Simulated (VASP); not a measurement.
Input of a VASP 6.6.1 run:

The input INCAR:

```
SYSTEM = SiSn5
ALGO = Fast
EDIFF = 1E-7
ENCUT = 520
GGA = PE
ISIF = 2
ISMEAR = 0
LASPH = .True.
LCHARG = .False.
LREAL = .False.
LWAVE = .False.
NBANDS = 46
NELM = 60
PREC = Accurate
SIGMA = 0.1
```

File KPOINTS:

```
k-points
0
Gamma
  6 6 8
  0 0 0
```

The input POSCAR:

```
SiSn5
1.0
    5.9619590159      0.0000000000      0.0000000000
   -2.9809795080      5.1632079641      0.0000000000
    0.0000000000      0.0000000000      5.7525366276
Si Sn
1 5
Direct
    0.0000000000      0.0000000000      0.0000000000
    0.3333333333      0.6666666667      0.0000000000
    0.6666666667      0.3333333333      0.0000000000
    0.5000000000      0.0000000000      0.5000000000
    0.5000000000      0.5000000000      0.5000000000
    0.0000000000      0.5000000000      0.5000000000
```

Potentials or basis: VASP PAW PBE potentials, release 64 (Si, Sn_d).

Command:

```console
$ cat potpaw_PBE.64/Si/POTCAR potpaw_PBE.64/Sn_d/POTCAR > POTCAR
$ mpirun -np 1 vasp_std > vasp.out
```

Q: What does it give for the band gap on the k mesh?

A: Zero (bands 37 and 38 overlap by 2.71 eV).

Q: What does it give for the pressure?

A: 0.0 GPa.

Caveat: spin-orbit coupling is left out, which moves the levels of the heavy elements.
